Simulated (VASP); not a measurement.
## Cr: single point with PBEsol

Wire: Cr, a wire with vacuum.

```
CELL_PARAMETERS angstrom
11.30000 0.00000 0.00000
0.00000 9.30000 0.00000
0.00000 0.00000 4.38686
ATOMIC_POSITIONS crystal
Cr 0.39809 0.50000 0.00000
Cr 0.39809 0.50000 0.50000
Cr 0.60191 0.50000 0.00000
Cr 0.60191 0.50000 0.50000
```

```yaml
Program: VASP 6.6.1
Task: single point
Functional: PBEsol
Potentials_or_basis: VASP PAW PBE potentials, release 64 (Cr_pv)
Cutoff: 520 eV
k_mesh: 1 × 1 × 15
Occupations: gaussian, width 0.05 eV
Spin: collinear spin, ferromagnetic start
Starting_moments: "[1.5, 1.5, 1.5, 1.5] μB"
```

| Property | Result |
| --- | --- |
| Largest force | 1.629 eV/Å |
| Net moment | 5.30 μB per cell |
| Site moments | Cr +1.02 μB |
| Valence electrons inside the program's atomic spheres | Cr 10.90 |

Forces on the atoms (eV/Å):
```
Cr   1.629  0.000  0.000
Cr   1.629  0.000  0.000
Cr  -1.629  0.000  0.000
Cr  -1.629  0.000  0.000
```

Levels at points of the mesh, in eV from the Fermi level:
Spin up:
| k point | band 22 | band 23 | band 24 | band 25 | band 26 | band 27 | band 28 | band 29 |
| --- | --- | --- | --- | --- | --- | --- | --- | --- |
| (0.00, 0.00, 0.00) | -0.97 | -0.64 | -0.58 | -0.39 | 0.00 | 0.63 | 0.79 | 0.80 |
Spin down:
| k point | band 19 | band 20 | band 21 | band 22 | band 23 | band 24 | band 25 | band 26 |
| --- | --- | --- | --- | --- | --- | --- | --- | --- |
| (0.00, 0.00, 0.00) | -1.04 | -0.64 | -0.38 | -0.05 | 0.15 | 0.71 | 0.83 | 1.04 |

Wall time 7.4 min on 1 thread of Intel(R) Xeon(R) Platinum 8259CL CPU @ 2.50GHz (Skylake/Cascade Lake), with other jobs on the host, peak memory 0.72 GiB.

Caveat: the PAW data sets were made with another functional, which shifts forces and pressure a little.
